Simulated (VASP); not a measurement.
A run of VASP 6.6.1 is set up as follows.

Contents of INCAR:

```
SYSTEM = MgO
PREC = Accurate
ENCUT = 600
EDIFF = 1E-6
ISMEAR = 0
SIGMA = 0.01
LREAL = .FALSE.
LASPH = .TRUE.
NELM = 80
ALGO = Normal
ISIF = 3
LWAVE = .FALSE.
LCHARG = .FALSE.
GGA = PS
IBRION = 2
NSW = 80
EDIFFG = -0.01
PSTRESS = 400.0
```

Contents of KPOINTS:

```
Automatic mesh
0
G
  8 8 5
  0 0 0
```

POSCAR

```
MgO
1.0
    3.3077869900      0.0000000000      0.0000000000
   -1.6538934900      2.8646275600      0.0000000000
    0.0000000000      0.0000000000      4.9828816700
Mg O
2 2
Direct
    0.3333333286      0.6666666713      0.0021597402
    0.6666666684      0.3333333287      0.5021597392
    0.3333333286      0.6666666713      0.4024402590
    0.6666666684      0.3333333287      0.9024402600
```

Potentials or basis: VASP PAW PBE potentials, release 64 (Mg, O).

Run with:

```sh
$ cat potpaw_PBE.64/Mg/POTCAR potpaw_PBE.64/O/POTCAR > POTCAR
$ mpirun -np 1 vasp_std > vasp.out
```

**Question.** Estimate the band gap on the k mesh.

**Answer.** 4.33 eV.

**Question.** Estimate the space group after relaxing (to 0.1 Å).

**Answer.** P6_3/mmc (No. 194).

**Question.** What does it give for the relaxed cell?

**Answer.** a = 3.258 Å, b = 3.258 Å, c = 3.939 Å, α = 90.00°, β = 90.00°, γ = 120.00°.

Final structure:
```yaml
crystal:
  lattice:
    - [3.25836, 0.00000, 0.00000]
    - [-1.62918, 2.82183, 0.00000]
    - [0.00000, 0.00000, 3.93872]
  atoms:
    - { symbol: Mg, position: [0.33333, 0.66667, 0.95229] }
    - { symbol: Mg, position: [0.66667, 0.33333, 0.45229] }
    - { symbol: O, position: [0.33333, 0.66667, 0.45231] }
    - { symbol: O, position: [0.66667, 0.33333, 0.95231] }
```

Caveat: the cell is relaxed towards a set pressure, so the run minimises the enthalpy, not the energy.
